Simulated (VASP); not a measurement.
# Fe: single point with LDA

Fe:

```xyz
2
Lattice="0.0000 2.4399 2.4399 2.4399 0.0000 2.4399 2.4399 2.4399 0.0000" Properties=species:S:1:pos:R:3 pbc="T T T"
Fe    0.6100    0.6100    0.6100
Fe    4.2698    4.2698    4.2698
```

This cell differs from its parent crystal: volume scaled by 1.08.

- Program: VASP 6.6.1
- Task: single point
- Functional: LDA
- Potentials or basis: VASP PAW LDA potentials, release 64 (Fe)
- Cutoff: 520 eV
- k mesh: 13 × 13 × 13
- Occupations: fermi-dirac, width 0.1 eV
- Spin: no spin polarisation
- Dipole correction: no
- Further INCAR settings: ALGO = Normal; EDIFF = 1e-06; NBANDS = 15

| Property | Result |
| --- | --- |
| Pressure | -13.5 GPa |
| Band gap on the k mesh | zero (band 8 reaches 3.71 eV, above the bottom of band 9 at 2.92 eV) |

Levels at points of the mesh, in eV from the Fermi level:
| k point | band 5 | band 6 | band 7 | band 8 | band 9 | band 10 | band 11 | band 12 |
| --- | --- | --- | --- | --- | --- | --- | --- | --- |
| (0.00, 0.00, 0.00) | -2.43 | -2.43 | -0.41 | -0.41 | -0.41 | 1.23 | 1.23 | 14.27 |

Run time: 15 s on 1 thread of Intel(R) Xeon(R) 6975P-C (Granite Rapids), with other jobs on the host, peak memory 0.15 GiB.

Caveat: the run has no spin polarisation, though such a crystal can be magnetic. Spin polarisation is off, so any magnetic state and its effect on volume and gap are missing.
